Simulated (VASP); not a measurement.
A run of VASP 6.6.1 is set up as follows.

POSCAR

```
SrO
1.0
    0.0000000000      2.6706646500      2.6706646500
    2.6706646500      0.0000000000      2.6706646500
    2.6706646500      2.6706646500      0.0000000000
Sr O
1 1
Direct
    0.0000000000      0.0000000000      0.0000000000
    0.5000000000      0.5000000000      0.5000000000
```

File INCAR.step1:

```
ALGO = Normal
EDIFF = 1E-4
ENCUT = 520
GGA = PE
ISMEAR = 0
LASPH = True
LCHARG = False
LREAL = False
LWAVE = True
NBANDS = 15
NELM = 60
PREC = Accurate
SIGMA = 0.02
```

File INCAR.step2:

```
ALGO = Normal
EDIFF = 1E-6
ENCUT = 520
ISIF = 2
ISMEAR = 0
ISTART = 1
LASPH = True
LCHARG = False
LMIXTAU = True
LREAL = False
LWAVE = False
METAGGA = R2SCAN
NBANDS = 15
NELM = 60
PREC = Accurate
SIGMA = 0.02
```

KPOINTS

```
k-points
0
Gamma
  8 8 8
```

Potentials or basis: VASP PAW PBE potentials, release 64 (Sr_sv, O).

Launch:

```bash
$ cat potpaw_PBE.64/Sr_sv/POTCAR potpaw_PBE.64/O/POTCAR > POTCAR
$ cp INCAR.step1 INCAR
$ mpirun -np 1 vasp_std > vasp.out
$ cp INCAR.step2 INCAR
$ mpirun -np 1 vasp_std > vasp.out
```

Question: Predict the pressure.

Answer: -7.4 GPa.

Question: What does it give for the band gap on the k mesh?

Answer: 3.77 eV, indirect (least direct gap 3.86 eV).

Caveat: the cell differs from its parent crystal (functional r2SCAN, strained); the PAW data sets were made with another functional, which shifts forces and pressure a little. A k mesh can miss the band edges.
